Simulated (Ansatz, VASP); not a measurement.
# One calculation of NbTe, two programs

The input POSCAR:

```
NbTe
1.0
    3.7029743866      0.0000000000      0.0000000000
   -1.8514871933      3.2068698884      0.0000000000
    0.0000000000      0.0000000000      3.6942110000
Te Nb
1 1
Direct
    0.6666666667      0.3333333333      0.0000000000
    0.0000000000      0.0000000000      0.5000000000
```

INCAR.step1

```
SYSTEM = NbTe
ALGO     = Normal         ! electronic algorithm
EDIFF    = 1E-4           ! SCF threshold, eV
ENCUT    = 520            ! plane-wave cutoff, eV
GGA      = PE             ! functional
ISMEAR   = -1             ! smearing method
LASPH    = .True.         ! aspherical terms in the spheres
LCHARG   = .False.        ! write CHGCAR
LREAL    = .False.        ! projectors in reciprocal space
LWAVE    = .True.         ! write WAVECAR
NBANDS   = 16             ! bands
NELM     = 60             ! most SCF steps
PREC     = Accurate       ! precision mode
SIGMA    = 0.05           ! smearing width, eV
```

INCAR.step2

```
SYSTEM = NbTe
ALGO     = Normal         ! electronic algorithm
EDIFF    = 1E-6           ! SCF threshold, eV
ENCUT    = 520            ! plane-wave cutoff, eV
ISIF     = 2              ! what is computed and relaxed
ISMEAR   = -1             ! smearing method
ISTART   = 1            
LASPH    = .True.         ! aspherical terms in the spheres
LCHARG   = .True.         ! write CHGCAR
LELF     = .True.         ! ELF
LMIXTAU  = .True.       
LREAL    = .False.        ! projectors in reciprocal space
LVHAR    = .True.       
LWAVE    = .False.        ! write WAVECAR
METAGGA  = R2SCAN         ! meta-GGA
NBANDS   = 16             ! bands
NELM     = 60             ! most SCF steps
PREC     = Accurate       ! precision mode
SIGMA    = 0.05           ! smearing width, eV
```

Contents of KPOINTS:

```
k-points
0
Gamma
  8 8 7
  0 0 0
```

File input.yaml:

```yaml
crystal:
  lattice:
    - [3.7029743866, 0.0, 0.0]
    - [-1.8514871933, 3.2068698884, 0.0]
    - [0.0, 0.0, 3.694211]
  atoms:
    - { symbol: Te, position: [0.6666666667, 0.3333333333, 0.0] }
    - { symbol: Nb, position: [0.0, 0.0, 0.5] }
hamiltonian:
  xc: r2scan
  pseudopotentials: { kind: paw }
kpoints:
  mp_grid: { grid: [8, 8, 7] }
scf:
  occupations: { method: fermi_dirac, width: 0.05 }
output:
  forces: true
  stress: true
  eigenvalues: true
```

Alike in both runs: task single point; functional r2SCAN; k mesh 8 × 8 × 7; occupations fermi-dirac, width 0.05 eV; no spin polarisation.

```csv
,VASP,Ansatz
version,VASP 6.6.1,Ansatz 0.2.0
potentials or method,"VASP PAW PBE potentials, release 64 (Te, Nb_sv)",Ansatz PAW
plane-wave cutoff (eV),520,500
valence electrons in the cell,19,29
```

Ansatz gave:

| Item | Value |
| --- | --- |
| gap on the k mesh at the Fermi level (eV) | none |
| pressure (GPa) | -1.5 |
| traceless stress, the component that is largest in VASP (GPa) | -0.11 |

Question: Which values does VASP return?

Answer: gap on the k mesh at the Fermi level (eV): none; pressure (GPa): -1.6; traceless stress, the component that is largest in VASP (GPa): -0.16.

VASP's potentials were made for PBE, not for r2SCAN. A gap of «none» marks a metal or a gap that the smearing closes. With one functional, cell and mesh, what is left measures potentials, basis and numerics. VASP's potentials hold 19 valence electrons a cell and Ansatz's 29, so a difference there can come from the potentials and not from the codes.

Neither program's run includes spin-orbit coupling.
